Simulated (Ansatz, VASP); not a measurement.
# TaN in VASP and in Ansatz

INCAR

```
SYSTEM = TaN
  PREC = Accurate
  ENCUT = 520
  EDIFF = 1E-7
  ISMEAR = 0
  SIGMA = 0.15
  LREAL = .False.
  LASPH = .True.
  NELM = 100
  ALGO = Normal
  ISIF = 2
  LWAVE = .False.
  LCHARG = .False.
  GGA = PS
  NBANDS = 15
```

The input KPOINTS:

```
Automatic mesh
0
Gamma
  18 18 16
  0 0 0
```

File POSCAR:

```
TaN
1.0
    2.9379988584      0.0000000000      0.0000000000
   -1.4689994292      2.5443816477      0.0000000000
    0.0000000000      0.0000000000      2.8830000000
Ta N
1 1
Direct
    0.3333333333      0.6666666667      0.5000000000
    0.0000000000      0.0000000000      0.0260145682
```

Input for Ansatz:

```yaml
crystal:
  lattice:
    - [2.9379988584, 0.0, 0.0]
    - [-1.4689994292, 2.5443816477, 0.0]
    - [0.0, 0.0, 2.883]
  atoms:
    - { symbol: Ta, position: [0.3333333333, 0.6666666667, 0.5] }
    - { symbol: "N", position: [0.0, 0.0, 0.0260145682] }
basis:
  ecutwfc: 420
kpoints:
  mp_grid: { grid: [18, 18, 16] }
hamiltonian:
  xc: pbesol
scf:
  occupations: { method: gaussian, width: 0.15 }
output:
  forces: true
  stress: true
  eigenvalues: true
```

Change from the starting cell: all N atoms moved +0.075 Å, as atom 2 along Cartesian [0 0 1].

Alike in both runs: task single point; functional PBEsol; k mesh 18 × 18 × 16; occupations gaussian, width 0.15 eV; no spin polarisation.

|  | VASP | Ansatz |
| --- | --- | --- |
| version | VASP 6.6.1 | Ansatz 0.2.0 |
| potentials or method | VASP PAW PBE potentials, release 64 (Ta_pv, N), cutoff 520 eV | scalar-relativistic, plane waves, PAW |
| valence electrons in the cell | 16 | 18 |

|  | VASP | Ansatz | Ansatz less VASP |
| --- | --- | --- | --- |
| gap on the k mesh at the Fermi level (eV) | none | none | - |
| pressure (GPa) | -2.9 | -3.7 | -0.79 |
| traceless stress, the component that is largest in VASP (GPa) | 0.28 | 0.15 | -0.125 |
| rms of the force components (eV/Å) | 0.611 | 0.606 | -0.0045 |

VASP's potentials were made for PBE, not for PBEsol. Atom by atom the forces differ by 0.004 eV/Å (rms over components). A gap of «none» marks a metal or a gap that the smearing closes. VASP's potentials hold 16 valence electrons a cell and Ansatz's 18, so a difference there can come from the potentials and not from the codes.

Neither program's run includes spin-orbit coupling.
